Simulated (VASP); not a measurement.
Input of a VASP 6.6.1 run:

The input INCAR:

```
  PREC = Accurate
  ENCUT = 500
  EDIFF = 1E-6
  ISMEAR = 0
  SIGMA = 0.05
  LREAL = F
  LASPH = T
  NELM = 120
  ALGO = Normal
  ISIF = 2
  LWAVE = F
  LCHARG = T
  GGA = PE
  LELF = T
  LVHAR = T
  NBANDS = 18
  GGA_COMPAT = F
```

KPOINTS

```
Automatic mesh
0
Gamma
  8 8 5
```

POSCAR

```
Sc
1.0
    3.2960001200      0.0000000000      0.0000000000
   -1.6480000600      2.8544198300      0.0000000000
    0.0000000000      0.0000000000      5.2750000000
Sc
2
Direct
    0.3333333300      0.6666666700      0.2500000000
    0.6666666700      0.3333333300      0.7500000000
```

Potentials or basis: VASP PAW PBE potentials, release 64 (Sc_sv).

Command:

```console
$ cat potpaw_PBE.64/Sc_sv/POTCAR > POTCAR
$ mpirun -np 1 vasp_std > vasp.out
```

Task: What does it give for the pressure?

Result: -0.3 GPa.

Task: What does it give for the band gap on the k mesh?

Result: Zero (bands 11 and 12 overlap by 1.11 eV).

Stress tensor (GPa, compression positive):
```
 0.26  0.00  0.00
 0.00  0.26  0.00
 0.00  0.00 -1.29
```
